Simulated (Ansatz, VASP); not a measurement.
## One calculation of SiC, two programs

INCAR

```
SYSTEM = SiC
ALGO = Normal
EDIFF = 1E-7
EDIFFG = -0.001
ENCUT = 600
GGA = PS
IBRION = 2
ISIF = 3
ISMEAR = -1
LASPH = .TRUE.
LCHARG = .FALSE.
LREAL = .FALSE.
LWAVE = .FALSE.
NELM = 60
NSW = 80
PREC = Accurate
SIGMA = 0.15
```

Contents of KPOINTS:

```
k-points
0
G
  20 20 20
  0 0 0
```

The input POSCAR:

```
SiC
1.0
    0.0000000000      2.0171625767      2.0171625767
    2.0171625767      0.0000000000      2.0171625767
    2.0171625767      2.0171625767      0.0000000000
Si C
1 1
Direct
    0.0000000000      0.0000000000      0.0000000000
    0.5000000000      0.5000000000      0.5000000000
```

Input for Ansatz:

```yaml
crystal:
  lattice:
    - [0.0, 2.0171625861, 2.0171625861]
    - [2.0171625861, 0.0, 2.0171625861]
    - [2.0171625861, 2.0171625861, 0.0]
  atoms:
    - { symbol: Si, position: [0.0, 0.0, 0.0] }
    - { symbol: C, position: [0.5, 0.5, 0.5] }
basis:
  ecutwfc: 420
kpoints:
  mp_grid: { grid: [20, 20, 20] }
hamiltonian:
  xc: pbesol
scf:
  occupations: { method: fermi_dirac, width: 0.15 }
output:
  forces: true
  stress: true
  eigenvalues: true
  write_density: true
  write_potential: true
  elf: true
  volumetric_format: npy
relax:
  adjacent_minimum: "off"
  f_tol: 0.001
  max_steps: 60
  cell: { stress_tol: 0.01 }
```

Alike in both runs: task relaxation of cell and atoms; functional PBEsol; k mesh 20 × 20 × 20; occupations fermi-dirac, width 0.15 eV; no spin polarisation.

```csv
,VASP,Ansatz
version,VASP 6.6.1,Ansatz 0.2.0
potentials or method,"VASP PAW PBE potentials, release 64 (Si, C), cutoff 600 eV","scalar-relativistic, plane waves, PAW"
valence electrons in the cell,8,8
```

Ansatz gave:

| Property | Result |
| --- | --- |
| gap on the k mesh at the Fermi level, each at its own relaxed structure (eV) | none |
| relaxed volume (Å³/atom) | 8.22 |
| relaxed cell length with the largest relative difference (Å) | 2.854 |

What did VASP give for the same quantities?

gap on the k mesh at the Fermi level, each at its own relaxed structure (eV): none; relaxed volume (Å³/atom): 8.23; relaxed cell length with the largest relative difference (Å): 2.856.

VASP's potentials were made for PBE, not for PBEsol. A gap of «none» marks a metal or a gap that the smearing closes.
